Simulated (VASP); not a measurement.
# Ca (Fm-3m) in VASP: a series of runs

The runs below take Ca through single point, with LDA.

Program: VASP 6.6.1. These are calculated values, not measurements. Logs are shortened: lines on timing, memory, paths and dates and some standing lists are left out, and cuts for length are marked.

## 1. The cell of the first run

The structure is cubic, space group Fm-3m (No. 225). The conventional cell has a = 5.551 Å, b = 5.551 Å, c = 5.551 Å, α = 90.00°, β = 90.00°, γ = 90.00°. Within 5.2 Å of Ca (site symmetry m-3m) lie 12 Ca at 3.93 Å.

## 2. Single point, LDA (volume scaled by 0.98)

Contents of INCAR:

```
SYSTEM = Ca
PREC     = Accurate       ! precision mode
ENCUT    = 520            ! plane-wave cutoff, eV
EDIFF    = 1E-6           ! SCF threshold, eV
ISMEAR   = -1             ! smearing method
SIGMA    = 0.05           ! smearing width, eV
LREAL    = .FALSE.        ! projectors in reciprocal space
LASPH    = .TRUE.         ! aspherical terms in the spheres
NELM     = 80             ! most SCF steps
ALGO     = Normal         ! electronic algorithm
ISIF     = 2              ! what is computed and relaxed
LWAVE    = .FALSE.        ! write WAVECAR
LCHARG   = .TRUE.         ! write CHGCAR
LELF     = .TRUE.         ! ELF
LVHAR    = .TRUE.       
NBANDS   = 11             ! bands
```

Contents of KPOINTS:

```
regular mesh
0
G
  8 8 8
  0 0 0
```

Contents of POSCAR:

```
Ca
1.0
    0.0000000000      2.7754464148      2.7754464148
    2.7754464148      0.0000000000      2.7754464148
    2.7754464148      2.7754464148      0.0000000000
Ca
1
Direct
    0.0000000000      0.0000000000      0.0000000000
```

Potentials or basis: VASP PAW LDA potentials, release 64 (Ca_sv).

On the command line:

```bash
$ cat potpaw_LDA.64/Ca_sv/POTCAR > POTCAR
$ mpirun -np 1 vasp_std > vasp.out
```

OUTCAR:

```text
SYSTEM = Ca
   PREC = Accurate
   ENCUT = 520
   EDIFF = 1E-6
   ISMEAR = -1
   LREAL = .FALSE.
   LASPH = .TRUE.
   NELM = 80
   ISIF = 2

 ion  position               nearest neighbor table
   1  0.000  0.000  0.000-

  LATTYP: Found a face centered cubic cell.
 ALAT       =     5.5508928296

  Lattice vectors:

 A1 = (   0.0000000000,   2.7754464148,   2.7754464148)
 A2 = (   2.7754464148,   0.0000000000,   2.7754464148)
 A3 = (   2.7754464148,   2.7754464148,   0.0000000000)

Analysis of symmetry for initial positions (statically):
=====================================================================
 Subroutine PRICEL returns:
 Original cell was already a primitive cell.

 Routine SETGRP: Setting up the symmetry group for a
 face centered cubic supercell.

 Subroutine GETGRP returns: Found 48 space group operations
 (whereof 48 operations were pure point group operations)
 out of a pool of 48 trial point group operations.

The static configuration has the point symmetry O_h .

Analysis of symmetry for dynamics (positions and initial velocities):
=====================================================================
 Subroutine PRICEL returns:
 Original cell was already a primitive cell.

 Routine SETGRP: Setting up the symmetry group for a
 face centered cubic supercell.

 Subroutine GETGRP returns: Found 48 space group operations
 (whereof 48 operations were pure point group operations)
 out of a pool of 48 trial point group operations.

The dynamic configuration has the point symmetry O_h .

 Subroutine INISYM returns: Found 48 space group operations
 (whereof 48 operations are pure point group operations),
 and found     1 'primitive' translations

----------------------------------------------------------------------------------------

                                     Primitive cell

  volume of cell :      42.7591

  direct lattice vectors                    reciprocal lattice vectors
     0.000000000  2.775446415  2.775446415    -0.180151199  0.180151199  0.180151199
     2.775446415  0.000000000  2.775446415     0.180151199 -0.180151199  0.180151199
     2.775446415  2.775446415  0.000000000     0.180151199  0.180151199 -0.180151199

  length of vectors
     3.925073961  3.925073961  3.925073961     0.312031030  0.312031030  0.312031030

  position of ions in fractional coordinates (direct lattice)
     0.000000000  0.000000000  0.000000000

  ion indices of the primitive-cell ions
   primitive index   ion index
                 1           1

----------------------------------------------------------------------------------------

 KPOINTS: regular mesh

Automatic generation of k-mesh.
 Grid dimensions read from file:
 generate k-points for:    8    8    8

 Generating k-lattice:

  Cartesian coordinates                     Fractional coordinates (reciprocal lattice)
    -0.022518900  0.022518900  0.022518900     0.125000000  0.000000000  0.000000000
     0.022518900 -0.022518900  0.022518900     0.000000000  0.125000000  0.000000000
     0.022518900  0.022518900 -0.022518900     0.000000000  0.000000000  0.125000000

  Length of vectors
     0.039003879  0.039003879  0.039003879

  Shift w.r.t. Gamma in fractional coordinates (k-lattice)
     0.000000000  0.000000000  0.000000000

 Subroutine IBZKPT returns following result:
 ===========================================

 Found     29 irreducible k-points:

 Following reciprocal coordinates:
            Coordinates               Weight
  0.000000  0.000000  0.000000      1.000000
  0.125000  0.000000  0.000000      8.000000
  0.250000  0.000000  0.000000      8.000000
  0.375000  0.000000  0.000000      8.000000
  0.500000  0.000000  0.000000      4.000000
  0.125000  0.125000  0.000000      6.000000
[... 16 lines left out ...]
  0.500000  0.250000  0.125000     48.000000
 -0.375000  0.250000  0.125000     24.000000
 [... further k-points ...]
   k-points           NKPTS =     29   k-points in BZ     NKDIM =     29   number of bands    NBANDS=     11
   number of dos      NEDOS =    301   number of ions     NIONS =      1
   total plane-waves  NPLWV =  27000
   dimension x,y,z NGX =    30 NGY =   30 NGZ =   30
   dimension x,y,z NGXF=    60 NGYF=   60 NGZF=   60
   ions per type =               1
   NGX,Y,Z   is equivalent  to a cutoff of  12.71, 12.71, 12.71 a.u.
   NGXF,Y,Z  is equivalent  to a cutoff of  25.41, 25.41, 25.41 a.u.
 SYSTEM =  Ca
   PREC   = accura    normal or accurate (medium, high low for compatibility)
   ISTART =      0    job   : 0-new  1-cont  2-samecut
   ICHARG =      2    charge: 1-file 2-atom 10-const
   ISPIN  =      1    spin polarized calculation?
   LNONCOLLINEAR =      F non collinear calculations
   LSORBIT =      F    spin-orbit coupling
   LASPH  =      T    aspherical Exc in radial PAW
   ENCUT  =  520.0 eV  38.22 Ry    6.18 a.u.   7.30  7.30  7.30*2*pi/ulx,y,z
   NELM   =     80;   NELMIN=  2; NELMDL= -5     # of ELM steps
   EDIFF  = 0.1E-05   stopping-criterion for ELM
   LREAL  =      F    real-space projection
   EDIFFG = 0.1E-04   stopping-criterion for IOM
   NSW    =      0    number of steps for IOM
   IBRION =     -1    ionic relax: 0-MD 1-quasi-New 2-CG
   NFREE  =      0    steps in history (QN), initial steepest desc. (CG)
   ISIF   =      2    stress and relaxation
   ISYM   =      2    0-nonsym 1-usesym 2-fastsym
   POTIM  = 0.5000    time-step for ionic-motion
   TEBEG  =    0.0;   TEEND  =   0.0 temperature during run
   PSTRESS=    0.0 pullay stress
   NELECT =      10.0000    total number of electrons
   NUPDOWN=      -1.0000    fix difference up-down
   EMIN   =  10.00;   EMAX   =-10.00  energy-range for DOS
   EFERMI =   0.00;   METHOD = LEGACY
   ISMEAR =    -1;   SIGMA  =   0.05  broadening in eV -4-tet -1-fermi 0-gaus
   EFERMI_NEDOS =   21; number of points for ismear=-14 and -15
   IALGO  =     38    algorithm
   IMIX   =      4    mixing-type and parameters
     AMIX     =   0.40;   BMIX     =  1.00
     AMIX_MAG =   1.60;   BMIX_MAG =  1.00
  volume/ion in A,a.u.               =      42.76       288.55
  Fermi-wavevector in a.u.,A,eV,Ry     =   1.008630  1.906035 13.841683  1.017335
  Thomas-Fermi vector in A             =   2.141509
   LORBIT       =      0    0 simple, 1 ext, 2 COOP (PROOUT), +10 PAW based schemes
   GGA     = CA    functional components
   LHFCALC =     F    Hartree Fock is set to
   AEXX    =    0.0000 exact exchange contribution
   IVDW    =     0    specifies the selected vdW correction
   LEPSILON=     F    determine dielectric tensor
   LRPA    =     F    only Hartree local field effects (RPA)
 non-spin polarized calculation
  energy-cutoff  :      520.00
  volume of cell :       42.76
 maximum number of plane-waves:      1174
 NGX is ok and might be reduce to    30
   NGX = 15   NGY = 15   NGZ = 15

 number of electron      10.0000000 magnetization

 number of electron       9.9999999 magnetization

 Free energy of the ion-electron system (eV)
  ---------------------------------------------------
  ext. energy  EPLUGINS =         0.00000000
  ---------------------------------------------------
  free energy    TOTEN  =        -2.18257947 eV

  energy without entropy =       -2.17124052  energy(sigma->0) =       -2.17690999

 E-fermi :   1.7008     XC(G=0):  -7.9212

 val. band max:        1.6820389738   @ k =  -0.3750   0.2500   0.1250
 cond. band min:       1.7533776637   @ k =  -0.3750   0.3750   0.0000
 fundamental gap:      0.0713386899
 Fermi energy:         1.7007786778

 k-point     1 :       0.0000    0.0000    0.0000
  band No.  band energies     occupation
      1     -39.8611      2.00000
      2     -21.0718      2.00000
      3     -21.0718      2.00000
      4     -21.0718      2.00000
      5      -2.2646      2.00000
      6       3.9266      0.00000
      7       3.9266      0.00000
      8       3.9266      0.00000
      9       4.9737      0.00000
     10       4.9737      0.00000
     11      10.8843      0.00000

 k-point     2 :       0.1250    0.0000    0.0000
  band No.  band energies     occupation
      1     -39.8591      2.00000
      2     -21.0923      2.00000
      3     -21.0746      2.00000
      4     -21.0746      2.00000
      5      -2.0009      2.00000
      6       3.6689      0.00000
      7       4.0163      0.00000
      8       4.0163      0.00000
      9       4.9056      0.00000
     10       4.9056      0.00000
     11      10.9340      0.00000

 k-point     3 :       0.2500    0.0000    0.0000
  band No.  band energies     occupation
      1     -39.8543      2.00000
      2     -21.1411      2.00000
      3     -21.0814      2.00000
      4     -21.0814      2.00000
      5      -1.2524      2.00000
      6       3.0666      0.00000
      7       4.0631      0.00000
      8       4.0631      0.00000
      9       4.9891      0.00000
     10       4.9891      0.00000
     11       8.9948      0.00000

 k-point     4 :       0.3750    0.0000    0.0000
  band No.  band energies     occupation
      1     -39.8494      2.00000
      2     -21.1894      2.00000
      3     -21.0882      2.00000
      4     -21.0882      2.00000
      5      -0.1671      2.00000
      6       2.3033      0.00001
      7       3.9080      0.00000
      8       3.9080      0.00000
      9       5.4055      0.00000
     10       5.4055      0.00000
     11       7.3685      0.00000
[... 239 lines left out ...]
 k-point    22 :       0.3750    0.2500    0.1250
  band No.  band energies     occupation
      1     -39.8507      2.00000
      2     -21.1532      2.00000
      3     -21.1066      2.00000
      4     -21.0900      2.00000
      5      -0.6230      2.00000
      6       2.8539      0.00000
      7       3.5987      0.00000
      8       4.4857      0.00000
      9       4.6051      0.00000
     10       5.5035      0.00000
     11       8.9898      0.00000

 k-point    23 :       0.5000    0.2500    0.1250
  band No.  band energies     occupation
      1     -39.8468      2.00000
      2     -21.1792      2.00000
      3     -21.1218      2.00000
      4     -21.0981      2.00000
      5       0.4085      2.00000
      6       2.3903      0.00000
      7       3.2025      0.00000
      8       4.3321      0.00000
      9       5.1579      0.00000
     10       5.8797      0.00000
     11       7.3510      0.00000

 k-point    24 :      -0.3750    0.2500    0.1250
  band No.  band energies     occupation
      1     -39.8452      2.00000
      2     -21.1904      2.00000
      3     -21.1266      2.00000
      4     -21.1024      2.00000
      5       1.3649      1.99759
      6       1.6820      1.18523
      7       3.1474      0.00000
      8       4.2376      0.00000
      9       5.4913      0.00000
     10       6.0701      0.00000
     11       6.4708      0.00000

 [... further k-points ...]
[... 5 lines left out ...]
  --------------------------------------------------------------------------------------
  -------------------------------------------------------------------------------------
  Total       -0.5087008     -0.5087008     -0.5087008      0.0000000      0.0000000      0.0000000
  in kB      -19.0609473    -19.0609473    -19.0609473      0.0000000      0.0000000      0.0000000
  external PRESSURE =     -19.0609473 kB  Pullay stress =       0.0000000 kB

 VOLUME and BASIS-vectors are now :
 -----------------------------------------------------------------------------
  energy-cutoff  :      520.00
  volume of cell :       42.76
      direct lattice vectors                 reciprocal lattice vectors
     0.000000000  2.775446415  2.775446415    -0.180151199  0.180151199  0.180151199
     2.775446415  0.000000000  2.775446415     0.180151199 -0.180151199  0.180151199
     2.775446415  2.775446415  0.000000000     0.180151199  0.180151199 -0.180151199

 POSITION                                       TOTAL-FORCE (eV/Angst)
 -----------------------------------------------------------------------------------
      0.00000      0.00000      0.00000         0.000000     -0.000000      0.000000
 -----------------------------------------------------------------------------------
    total drift:                               -0.000000     -0.000000      0.000000

  FREE ENERGIE OF THE ION-ELECTRON SYSTEM (eV)
  ---------------------------------------------------
  free  energy   TOTEN  =        -2.1825794658 eV

  energy  without entropy=       -2.1712405212  energy(sigma->0) =       -2.17690999
```

Run time: 15 s. Hardware: 1 thread of Intel Xeon 8259CL, shared host; peak memory 0.15 GiB.

What came out:

```yaml
Free_energy: -2.1826 eV
Pressure: -1.9 GPa
Band_gap_on_the_k_mesh: zero (band 5 reaches 1.92 eV, above the bottom of band 6 at 1.62 eV)
```

Levels at points of the mesh, in eV from the Fermi level:
```csv
k point,band 1,band 2,band 3,band 4,band 5,band 6,band 7,band 8,band 9,band 10
"(0.00, 0.00, 0.00)",-41.56,-22.77,-22.77,-22.77,-3.97,2.23,2.23,2.23,3.27,3.27
"(0.50, 0.00, 0.00)",-41.55,-22.91,-22.79,-22.79,-1.00,-0.08,2.12,2.12,3.95,3.95
"(0.50, 0.50, 0.00)",-41.54,-22.90,-22.82,-22.82,-0.44,0.53,1.01,3.94,4.13,4.13
```

Caveat: the cell differs from its parent crystal (volume scaled by 0.98).

## 3. Single point, LDA

This run uses another cell than the first one, of 43.63 Å³/atom, 1.020 times its volume.

Contents of INCAR:

```
SYSTEM = Ca
PREC = Accurate
ENCUT = 520
EDIFF = 1E-7
ISMEAR = -1
SIGMA = 0.05
LREAL = .False.
LASPH = .True.
NELM = 80
ALGO = Fast
ISIF = 2
LWAVE = .False.
LCHARG = .True.
LELF = .True.
LVHAR = .True.
NBANDS = 11
```

Contents of KPOINTS:

```
Automatic mesh
0
Gamma
  8 8 8
  0 0 0
```

Contents of POSCAR:

```
Ca
1.0
    0.0000000000      2.7942000000      2.7942000000
    2.7942000000      0.0000000000      2.7942000000
    2.7942000000      2.7942000000      0.0000000000
Ca
1
Direct
    0.0000000000      0.0000000000      0.0000000000
```

Potentials or basis: VASP PAW LDA potentials, release 64 (Ca_sv).

On the command line:

```bash
$ cat potpaw_LDA.64/Ca_sv/POTCAR > POTCAR
$ mpirun -np 1 vasp_std > vasp.out
```

Run time: 25 s. Hardware: 1 thread of Intel Xeon 8259CL, shared host; peak memory 0.15 GiB.

It converged, with:

```yaml
Free_energy: -2.1717 eV
Pressure: -2.1 GPa
Band_gap_on_the_k_mesh: zero (band 5 reaches 1.85 eV, above the bottom of band 6 at 1.53 eV)
```

Levels at points of the mesh, in eV from the Fermi level:
| k point | band 1 | band 2 | band 3 | band 4 | band 5 | band 6 | band 7 | band 8 | band 9 | band 10 |
| --- | --- | --- | --- | --- | --- | --- | --- | --- | --- | --- |
| (0.00, 0.00, 0.00) | -41.61 | -22.82 | -22.82 | -22.82 | -3.93 | 2.20 | 2.20 | 2.20 | 3.22 | 3.22 |
| (0.50, 0.00, 0.00) | -41.60 | -22.95 | -22.84 | -22.84 | -0.99 | -0.09 | 2.10 | 2.10 | 3.88 | 3.88 |
| (0.50, 0.50, 0.00) | -41.59 | -22.94 | -22.87 | -22.87 | -0.43 | 0.55 | 0.98 | 3.87 | 4.05 | 4.05 |

## 4. Single point, LDA (volume scaled by 1.02)

Contents of INCAR:

```
PREC = Accurate
ENCUT = 520
EDIFF = 1E-6
ISMEAR = -1
SIGMA = 0.05
LREAL = False
LASPH = True
NELM = 80
ALGO = Fast
ISIF = 2
LWAVE = False
LCHARG = True
GGA = CA
LELF = True
LVHAR = True
NBANDS = 11
```

Contents of KPOINTS:

```
regular mesh
0
Gamma
  8 8 8
```

Contents of POSCAR:

```
Ca
1.0
    0.0000000000      2.8127051751      2.8127051751
    2.8127051751      0.0000000000      2.8127051751
    2.8127051751      2.8127051751      0.0000000000
Ca
1
Direct
    0.0000000000      0.0000000000      0.0000000000
```

On the command line:

```bash
$ cat potpaw_LDA.64/Ca_sv/POTCAR > POTCAR
$ mpirun -np 1 vasp_std > vasp.out
```

Wall time 21 s (1 thread of Intel Xeon 8259CL, shared host); peak memory 0.15 GiB.

Results (log left out):

| Item | Value |
| --- | --- |
| Free energy | -2.1596 eV |
| Pressure | -2.4 GPa |
| Band gap on the k mesh | zero (band 5 reaches 1.79 eV, above the bottom of band 6 at 1.44 eV) |

Levels at points of the mesh, in eV from the Fermi level:
```csv
k point,band 3,band 4,band 5,band 6,band 7,band 8
"(0.00, 0.00, 0.00)",-22.87,-22.87,-3.89,2.17,2.17,2.17
"(0.50, 0.00, 0.00)",-22.89,-22.89,-0.98,-0.10,2.08,2.08
"(0.50, 0.50, 0.00)",-22.91,-22.91,-0.41,0.56,0.95,3.81
```

Caveat: the cell differs from its parent crystal (volume scaled by 1.02).

## 5. Summary

| cell | gap on the mesh (eV) | pressure (GPa) |
| --- | --- | --- |
| a = 3.925 Å, angles 60.0°, 1 atom | none | -1.9 |
| a = 3.952 Å, angles 60.0°, 1 atom | none | -2.1 |
| a = 3.978 Å, angles 60.0°, 1 atom | none | -2.4 |

Alike in all rows: task single point; level LDA; potentials or basis VASP PAW LDA potentials, release 64 (Ca_sv); no spin polarisation; k mesh 8 × 8 × 8; cutoff (eV) 520; smearing fermi-dirac 0.05 eV.

Total energies depend on the potentials used, so only differences within one code and one set of settings carry meaning.
